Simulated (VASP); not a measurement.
# Ti: single point with LDA

Crystal: Ti.

```
Ti
1.0
     4.56737    0.00000    0.00000
    -2.28369    3.95546    0.00000
     0.00000    0.00000    2.82624
Ti
3
Direct
  0.66667 0.33333 0.50000
  0.33333 0.66667 0.50000
  0.00000 0.00000 0.00000
```

```
Program             : VASP 6.6.1
Task                : single point
Functional          : LDA
Potentials or basis : VASP PAW LDA potentials, release 64 (Ti_sv)
Cutoff              : 520 eV
k mesh              : 7 × 7 × 9
Occupations         : gaussian, width 0.05 eV
Spin                : no spin polarisation
```

```yaml
Pressure: -8.1 GPa
Band_gap_on_the_k_mesh: zero (band 18 reaches 8.36 eV, above the bottom of band 19 at 8.10 eV)
```

Stress tensor (GPa, compression positive):
```
-8.22  0.00  0.00
 0.00 -8.22  0.00
 0.00  0.00 -7.82
```

Levels at points of the mesh, in eV from the Fermi level:
```tsv
k point	band 14	band 15	band 16	band 17	band 18	band 19	band 20	band 21	band 22	band 23
(0.00, 0.00, 0.00)	-1.96	-0.69	-0.69	-0.57	-0.57	-0.04	0.65	1.27	1.27	1.80
```

Wall time 47 s on 1 thread of AMD EPYC 9R45 96-Core Processor (Zen 5), with other jobs on the host, peak memory 0.14 GiB.
